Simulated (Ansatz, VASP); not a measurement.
**Two plane-wave programs on CdSe**

```
CELL_PARAMETERS angstrom
0.00000 3.07027 3.07027
3.07027 0.00000 3.07027
3.07027 3.07027 0.00000
ATOMIC_POSITIONS crystal
Cd 0.00000 0.00000 0.00000
Se 0.75000 0.75000 0.75000
```

Alike in both runs: task relaxation of cell and atoms; functional r2SCAN; dispersion rVV10; k mesh 5 × 5 × 5; no spin polarisation.

```csv
,VASP,Ansatz
version,VASP 6.6.1,Ansatz 0.2.0
potentials or method,"VASP PAW PBE potentials, release 64 (Cd, Se)","plane waves, PAW"
plane-wave cutoff (eV),600,500
occupations,"gaussian, width 0.01 eV",fixed
valence electrons in the cell,18,36
```

```tsv
	VASP	Ansatz	Ansatz less VASP
relaxed volume (Å³/atom)	28.58	28.42	-0.162
relaxed cell length with the largest relative difference (Å)	4.324	4.316	-0.0082
```

VASP's potentials were made for PBE, not for r2SCAN. VASP's potentials hold 18 valence electrons a cell and Ansatz's 36, so a difference there can come from the potentials and not from the codes.
